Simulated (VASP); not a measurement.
A run of VASP 6.6.1:

The input INCAR:

```
  PREC = Accurate
  ENCUT = 520
  EDIFF = 1E-6
  ISMEAR = 0
  SIGMA = 0.15
  LREAL = False
  LASPH = True
  NELM = 60
  ALGO = Fast
  ISIF = 2
  LWAVE = False
  LCHARG = False
  GGA = CA
  NBANDS = 20
```

File KPOINTS:

```
Automatic mesh
0
Gamma
  18 18 12
```

File POSCAR:

```
TiMo
1.0
    1.5935720000     -2.3604228448      0.0000000000
    1.5935720000      2.3604228448      0.0000000000
    0.0000000000      0.0000000000      4.2507215034
Ti Mo
1 1
Direct
    0.5000000000      0.5000000000      0.5000000000
    0.0000000000      0.0000000000      0.0000000000
```

Potentials or basis: VASP PAW LDA potentials, release 64 (Ti_sv, Mo_sv).

Launch:

```sh
$ cat potpaw_LDA.64/Ti_sv/POTCAR potpaw_LDA.64/Mo_sv/POTCAR > POTCAR
$ mpirun -np 1 vasp_std > vasp.out
```

Hardware: 1 thread of AMD EPYC 7R13 Processor (Zen 3), with other jobs on the host.

**Question.** Estimate the wall time of this run.

**Answer.** Wall time 10 min on 1 thread of AMD EPYC 7R13 Processor (Zen 3) (shared host), peak memory 0.44 GiB. Counts: scf iterations 27, k points 637.
